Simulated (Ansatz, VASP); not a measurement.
Hf2Si3 in VASP and in Ansatz

```
Hf Si
1.0
     2.44635   -3.82934    0.00000
     2.44635    3.82934    0.00000
     0.00000    0.00000    7.70504
Hf Si
2 3
Direct
  0.50000 0.50000 0.31378
  0.50000 0.50000 0.68622
  0.50000 0.50000 0.00000
  0.00000 0.50000 0.00000
  0.50000 0.00000 0.00000
```

Alike in both runs: functional PBE; k mesh 4 × 4 × 4; occupations gaussian, width 0.1 eV; no spin polarisation.

Ansatz relaxed the structure, and its values are those at the end. VASP's run is a single point on that final structure, the one shown.

```csv
,VASP,Ansatz
version,VASP 6.6.1,Ansatz 0.2.0
potentials or method,"VASP PAW PBE potentials, release 64 (Hf_pv, Si), cutoff 520 eV","scalar-relativistic, plane waves, PAW"
valence electrons in the cell,32,64
```

Ansatz gave:

```
gap on the k mesh at the Fermi level (eV) : none
pressure (GPa)                            : 0.0
```

What did VASP give for the same quantities?

gap on the k mesh at the Fermi level (eV): none; pressure (GPa): -0.1.

A gap of «none» marks a metal or a gap that the smearing closes. The functional is the same, so the differences come from potentials, cutoffs and numerics. VASP's potentials hold 32 valence electrons a cell and Ansatz's 64, so a difference there can come from the potentials and not from the codes.

The k mesh is coarse, so the values compare programs but aren't converged. Spin-orbit coupling is off throughout.
